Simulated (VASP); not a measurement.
# Au (I4/mmm) in VASP: further runs

Runs on Au. Level: PBEsol. Tasks: single point.

All numbers are computed with VASP 6.6.1; they aren't measurements. Logs are shortened: lines on timing, memory, paths and dates and some standing lists are left out, and cuts for length are marked.

## Step 1: The cell of the first run

The structure is tetragonal, space group I4/mmm (No. 139). Conventional cell: a = 3.161 Å, b = 3.161 Å, c = 3.404 Å, α = 90.00°, β = 90.00°, γ = 90.00°. Within 3.7 Å of Au (site symmetry 4/mmm) lie 14 Au at 2.81 to 3.40 Å.

## Step 2: Single point, PBEsol (strain -0.025 along x and y, +0.050 along z)

INCAR

```
ALGO = Fast ; EDIFF = 1E-6
ENCUT = 520 ; GGA = PS
ISIF = 2 ; ISMEAR = 0
LASPH = True ; LCHARG = False
LREAL = False ; LWAVE = False
NBANDS = 12 ; NELM = 80
PREC = Accurate ; SIGMA = 0.15
```

KPOINTS

```
k-points
0
Gamma
  26 26 26
```

POSCAR

```
Au
1.0
   -1.5805465595      1.5805465595      1.7021270641
    1.5805465595     -1.5805465595      1.7021270641
    1.5805465595      1.5805465595     -1.7021270641
Au
1
Direct
    0.0000000000      0.0000000000      0.0000000000
```

Potentials or basis: VASP PAW PBE potentials, release 64 (Au).

Command:

```bash
$ cat potpaw_PBE.64/Au/POTCAR > POTCAR
$ mpirun -np 1 vasp_std > vasp.out
```

OUTCAR:

```text
EDIFF = 1E-6
   ENCUT = 520
   GGA = PS
   ISIF = 2
   ISMEAR = 0
   LASPH = True
   LREAL = False
   NELM = 80
   PREC = Accurate

 ion  position               nearest neighbor table
   1  0.000  0.000  0.000-

  LATTYP: Found a body centered tetragonal cell.
 ALAT       =     3.1610931190
 C/A-ratio  =     1.0769230769

  Lattice vectors:

 A1 = (  -1.5805465595,   1.5805465595,   1.7021270641)
 A2 = (   1.5805465595,  -1.5805465595,   1.7021270641)
 A3 = (   1.5805465595,   1.5805465595,  -1.7021270641)

Analysis of symmetry for initial positions (statically):
=====================================================================
 Subroutine PRICEL returns:
 Original cell was already a primitive cell.

 Routine SETGRP: Setting up the symmetry group for a
 body centered tetragonal supercell.

 Subroutine GETGRP returns: Found 16 space group operations
 (whereof 16 operations were pure point group operations)
 out of a pool of 16 trial point group operations.

The static configuration has the point symmetry D_4h.

Analysis of symmetry for dynamics (positions and initial velocities):
=====================================================================
 Subroutine PRICEL returns:
 Original cell was already a primitive cell.

 Routine SETGRP: Setting up the symmetry group for a
 body centered tetragonal supercell.

 Subroutine GETGRP returns: Found 16 space group operations
 (whereof 16 operations were pure point group operations)
 out of a pool of 16 trial point group operations.

The dynamic configuration has the point symmetry D_4h.

 Subroutine INISYM returns: Found 16 space group operations
 (whereof 16 operations are pure point group operations),
 and found     1 'primitive' translations

----------------------------------------------------------------------------------------

                                     Primitive cell

  volume of cell :      17.0085

  direct lattice vectors                    reciprocal lattice vectors
    -1.580546559  1.580546559  1.702127064     0.000000000  0.316346265  0.293750103
     1.580546559 -1.580546559  1.702127064     0.316346265  0.000000000  0.293750103
     1.580546559  1.580546559 -1.702127064     0.316346265  0.316346265  0.000000000

  length of vectors
     2.809535797  2.809535797  2.809535797     0.431699064  0.431699064  0.447381178

  position of ions in fractional coordinates (direct lattice)
     0.000000000  0.000000000  0.000000000

  ion indices of the primitive-cell ions
   primitive index   ion index
                 1           1

----------------------------------------------------------------------------------------

 KPOINTS: k-points

Automatic generation of k-mesh.
 Grid dimensions read from file:
 generate k-points for:   26   26   26

 Generating k-lattice:

  Cartesian coordinates                     Fractional coordinates (reciprocal lattice)
     0.000000000  0.012167164  0.011298081     0.038461538  0.000000000  0.000000000
     0.012167164  0.000000000  0.011298081     0.000000000  0.038461538  0.000000000
     0.012167164  0.012167164  0.000000000     0.000000000  0.000000000  0.038461538

  Length of vectors
     0.016603810  0.016603810  0.017206968

  Shift w.r.t. Gamma in fractional coordinates (k-lattice)
     0.000000000  0.000000000  0.000000000

 Subroutine IBZKPT returns following result:
 ===========================================

 Found   1330 irreducible k-points:

 Following reciprocal coordinates:
            Coordinates               Weight
  0.000000  0.000000  0.000000      1.000000
  0.038462  0.000000 -0.000000      8.000000
  0.076923  0.000000 -0.000000      8.000000
  0.115385  0.000000 -0.000000      8.000000
  0.153846  0.000000 -0.000000      8.000000
  0.192308  0.000000 -0.000000      8.000000
[... 16 lines left out ...]
  0.346154  0.038462 -0.000000     16.000000
  0.384615  0.038462 -0.000000     16.000000
 [... further k-points ...]
   k-points           NKPTS =   1330   k-points in BZ     NKDIM =   1330   number of bands    NBANDS=     12
   number of dos      NEDOS =    301   number of ions     NIONS =      1
   total plane-waves  NPLWV =  13824
   dimension x,y,z NGX =    24 NGY =   24 NGZ =   24
   dimension x,y,z NGXF=    48 NGYF=   48 NGZF=   48
   ions per type =               1
   NGX,Y,Z   is equivalent  to a cutoff of  14.20, 14.20, 14.20 a.u.
   NGXF,Y,Z  is equivalent  to a cutoff of  28.40, 28.40, 28.40 a.u.
 SYSTEM =  unknown system
   PREC   = accura    normal or accurate (medium, high low for compatibility)
   ISTART =      0    job   : 0-new  1-cont  2-samecut
   ICHARG =      2    charge: 1-file 2-atom 10-const
   ISPIN  =      1    spin polarized calculation?
   LNONCOLLINEAR =      F non collinear calculations
   LSORBIT =      F    spin-orbit coupling
   LASPH  =      T    aspherical Exc in radial PAW
   ENCUT  =  520.0 eV  38.22 Ry    6.18 a.u.   5.22  5.22  5.22*2*pi/ulx,y,z
   NELM   =     80;   NELMIN=  2; NELMDL= -5     # of ELM steps
   EDIFF  = 0.1E-05   stopping-criterion for ELM
   LREAL  =      F    real-space projection
   EDIFFG = 0.1E-04   stopping-criterion for IOM
   NSW    =      0    number of steps for IOM
   IBRION =     -1    ionic relax: 0-MD 1-quasi-New 2-CG
   NFREE  =      0    steps in history (QN), initial steepest desc. (CG)
   ISIF   =      2    stress and relaxation
   ISYM   =      2    0-nonsym 1-usesym 2-fastsym
   POTIM  = 0.5000    time-step for ionic-motion
   TEBEG  =    0.0;   TEEND  =   0.0 temperature during run
   PSTRESS=    0.0 pullay stress
   NELECT =      11.0000    total number of electrons
   NUPDOWN=      -1.0000    fix difference up-down
   EMIN   =  10.00;   EMAX   =-10.00  energy-range for DOS
   EFERMI =   0.00;   METHOD = LEGACY
   ISMEAR =     0;   SIGMA  =   0.15  broadening in eV -4-tet -1-fermi 0-gaus
   EFERMI_NEDOS =   21; number of points for ismear=-14 and -15
   IALGO  =     68    algorithm
   IMIX   =      4    mixing-type and parameters
     AMIX     =   0.40;   BMIX     =  1.00
     AMIX_MAG =   1.60;   BMIX_MAG =  1.00
  volume/ion in A,a.u.               =      17.01       114.78
  Fermi-wavevector in a.u.,A,eV,Ry     =   1.415740  2.675361 27.270431  2.004320
  Thomas-Fermi vector in A             =   2.537147
   LORBIT       =      0    0 simple, 1 ext, 2 COOP (PROOUT), +10 PAW based schemes
   GGA     = PS    functional components
   LHFCALC =     F    Hartree Fock is set to
   AEXX    =    0.0000 exact exchange contribution
   IVDW    =     0    specifies the selected vdW correction
   LEPSILON=     F    determine dielectric tensor
   LRPA    =     F    only Hartree local field effects (RPA)
 non-spin polarized calculation
 RMM-DIIS sequential band-by-band and
 Gauss-broadening in eV      SIGMA  =   0.15
  energy-cutoff  :      520.00
  volume of cell :       17.01
 maximum number of plane-waves:       476
 NGX is ok and might be reduce to    24
   NGX = 11   NGY = 11   NGZ = 11

 number of electron      11.0000001 magnetization

 Free energy of the ion-electron system (eV)
  ---------------------------------------------------
  ext. energy  EPLUGINS =         0.00000000
  ---------------------------------------------------
  free energy    TOTEN  =        -3.90614326 eV

  energy without entropy =       -3.90351050  energy(sigma->0) =       -3.90482688

 E-fermi :   9.3057     XC(G=0): -12.8979

 val. band max:        9.2940229766   @ k =  -0.1923   0.4231   0.1538
 cond. band min:       9.3103684926   @ k =  -0.3077   0.3846   0.2308
 fundamental gap:      0.0163455161
 Fermi energy:         9.3056533075

 k-point     1 :       0.0000    0.0000    0.0000
  band No.  band energies     occupation
      1      -0.6206      2.00000
      2       4.3198      2.00000
      3       4.3198      2.00000
      4       4.7831      2.00000
      5       6.0825      2.00000
      6       6.6173      2.00000
      7      25.0298      0.00000
      8      26.2416      0.00000
      9      26.2416      0.00000
     10      32.0408      0.00000
     11      33.9784      0.00000
     12      34.6495      0.00000

 k-point     2 :       0.0385    0.0000   -0.0000
  band No.  band energies     occupation
      1      -0.5667      2.00000
      2       4.3227      2.00000
      3       4.3325      2.00000
      4       4.7915      2.00000
      5       6.0699      2.00000
      6       6.6072      2.00000
      7      25.0656      0.00000
      8      26.2186      0.00000
      9      26.3104      0.00000
     10      31.4636      0.00000
     11      33.4353      0.00000
     12      34.5065      0.00000

 k-point     3 :       0.0769    0.0000   -0.0000
  band No.  band energies     occupation
      1      -0.4071      2.00000
      2       4.3304      2.00000
      3       4.3522      2.00000
      4       4.8358      2.00000
      5       6.0342      2.00000
      6       6.5809      2.00000
      7      25.1451      0.00000
      8      26.0995      0.00000
      9      26.5140      0.00000
     10      30.5534      0.00000
     11      32.1968      0.00000
     12      33.7279      0.00000
[... 286 lines left out ...]
 k-point    23 :       0.3462    0.0385   -0.0000
  band No.  band energies     occupation
      1       2.0061      2.00000
      2       3.7029      2.00000
      3       5.6743      2.00000
      4       6.0454      2.00000
      5       6.6053      2.00000
      6       7.3328      2.00000
      7      16.3979      0.00000
      8      22.7879      0.00000
      9      25.0838      0.00000
     10      30.7062      0.00000
     11      31.2731      0.00000
     12      32.8744      0.00000

 k-point    24 :       0.3846    0.0385   -0.0000
  band No.  band energies     occupation
      1       2.0441      2.00000
      2       3.6280      2.00000
      3       5.8950      2.00000
      4       6.3378      2.00000
      5       6.8856      2.00000
      6       7.7649      2.00000
      7      14.9492      0.00000
      8      22.4189      0.00000
      9      24.3974      0.00000
     10      31.2381      0.00000
     11      31.3878      0.00000
     12      32.4844      0.00000

 [... further k-points ...]

------------------------ aborting loop because EDIFF is reached ----------------------------------------

  FORCE on cell =-STRESS in cart. coord.  units (eV):
  Direction    XX          YY          ZZ          XY          YZ          ZX
  --------------------------------------------------------------------------------------
  -------------------------------------------------------------------------------------
  Total        0.0036628      0.0036628      0.0779968      0.0000000     -0.0000000      0.0000000
  in kB        0.3450328      0.3450328      7.3471829      0.0000000     -0.0000000      0.0000000
  external PRESSURE =       2.6790828 kB  Pullay stress =       0.0000000 kB

 VOLUME and BASIS-vectors are now :
 -----------------------------------------------------------------------------
  energy-cutoff  :      520.00
  volume of cell :       17.01
      direct lattice vectors                 reciprocal lattice vectors
    -1.580546559  1.580546559  1.702127064     0.000000000  0.316346265  0.293750103
     1.580546559 -1.580546559  1.702127064     0.316346265  0.000000000  0.293750103
     1.580546559  1.580546559 -1.702127064     0.316346265  0.316346265  0.000000000

 POSITION                                       TOTAL-FORCE (eV/Angst)
 -----------------------------------------------------------------------------------
      0.00000      0.00000      0.00000         0.000000     -0.000000      0.000000
 -----------------------------------------------------------------------------------
    total drift:                               -0.000000      0.000000      0.000000

  FREE ENERGIE OF THE ION-ELECTRON SYSTEM (eV)
  ---------------------------------------------------
  free  energy   TOTEN  =        -3.9061432586 eV

  energy  without entropy=       -3.9035104971  energy(sigma->0) =       -3.90482688
```

Run time: 4.1 min. Hardware: 1 thread of Intel Xeon 8259CL, shared host; peak memory 0.37 GiB.

Results:

| Item | Value |
| --- | --- |
| Free energy | -3.9061 eV |
| Pressure | 0.3 GPa |
| Band gap on the k mesh | zero (an odd number of electrons rules out a gap without spin polarisation) |

Levels at points of the mesh, in eV from the Fermi level:
```
           k point  band 3  band 4  band 5  band 6  band 7  band 8  band 9  band 10
(0.00, 0.00, 0.00)   -4.99   -4.52   -3.22   -2.69   15.72   16.94   16.94    22.74
(0.50, 0.00, 0.00)   -3.40   -2.63   -1.41   -0.83    3.40   12.72   14.50    21.99
(0.50, 0.50, 0.00)   -2.67   -2.51   -1.29   -0.39    4.00   11.71   12.82    20.41
(0.50, 0.50, 0.50)   -1.84   -1.68   -1.68    4.89    7.00    7.00    9.48    15.54
```

Caveat: the cell differs from its parent crystal (strain -0.025 along x and y, +0.050 along z); the PAW data sets were made with another functional, which shifts forces and pressure a little; spin-orbit coupling is left out, which moves the levels of the heavy elements.

[end of part 1 of 2]
